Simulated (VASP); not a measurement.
A run of VASP 6.6.1 is set up as follows.

Contents of INCAR:

```
PREC = Accurate
ENCUT = 520
EDIFF = 1E-7
ISMEAR = -1
SIGMA = 0.1
LREAL = False
LASPH = True
NELM = 80
ALGO = Normal
ISIF = 2
LWAVE = False
LCHARG = True
GGA = PE
LELF = True
LVHAR = True
NBANDS = 12
```

Contents of KPOINTS:

```
Automatic mesh
0
Gamma
  19 19 19
```

POSCAR

```
Hg
1.0
   -1.8839045754      1.8839045754      1.8839045754
    1.8839045754     -1.8839045754      1.8839045754
    1.8839045754      1.8839045754     -1.8839045754
Hg
1
Direct
    0.0000000000      0.0000000000      0.0000000000
```

Potentials or basis: VASP PAW PBE potentials, release 64 (Hg).

Launch:

```console
$ cat potpaw_PBE.64/Hg/POTCAR > POTCAR
$ mpirun -np 1 vasp_std > vasp.out
```

(1) What does it give for the band gap on the k mesh?

(2) Estimate the pressure.

Results:

(1) zero (bands 6 and 7 overlap by 2.78 eV).

(2) 1.4 GPa.

Caveat: spin-orbit coupling is left out, which moves the levels of the heavy elements.
